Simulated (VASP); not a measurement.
A run of VASP 6.6.1:

File INCAR:

```
PREC = Accurate
ENCUT = 520
EDIFF = 1E-7
ISMEAR = 0
SIGMA = 0.1
LREAL = F
LASPH = T
NELM = 80
ALGO = Normal
ISIF = 2
LWAVE = F
LCHARG = F
LDIPOL = T
IDIPOL = 3
DIPOL = 0.5 0.5 0.335
GGA = PS
NBANDS = 53
```

Contents of KPOINTS:

```
regular mesh
0
Gamma
  6 6 1
```

File POSCAR:

```
Mo6C
1.0
    4.4256825775      0.0000000000      0.0000000000
   -2.2128412887      3.8327535412      0.0000000000
    0.0000000000      0.0000000000     19.7247696083
Mo C
6 1
Direct
    0.6666666667      0.3333333333      0.2027907083
    0.3333333333      0.6666666667      0.2485904155
    0.0000000000      0.0000000000      0.2943901228
    0.6666666667      0.3333333333      0.3368101117
    0.3333333333      0.6666666667      0.3772266205
    0.0000000000      0.0000000000      0.4169767136
    0.3333333333      0.6666666667      0.4703230169
```

Potentials or basis: VASP PAW PBE potentials, release 64 (Mo_sv, C).

Launch:

```sh
$ cat potpaw_PBE.64/Mo_sv/POTCAR potpaw_PBE.64/C/POTCAR > POTCAR
$ mpirun -np 1 vasp_std > vasp.out
```

Hardware: 1 thread of AMD EPYC 9R45 96-Core Processor (Zen 5), on a shared host.

Problem. How long does it take, and how much memory?

Solution. It took 4.6 min on 1 thread of AMD EPYC 9R45 96-Core Processor (Zen 5), with other jobs on the host, peak memory 0.45 GiB. Counts: scf iterations 35, k points 7.
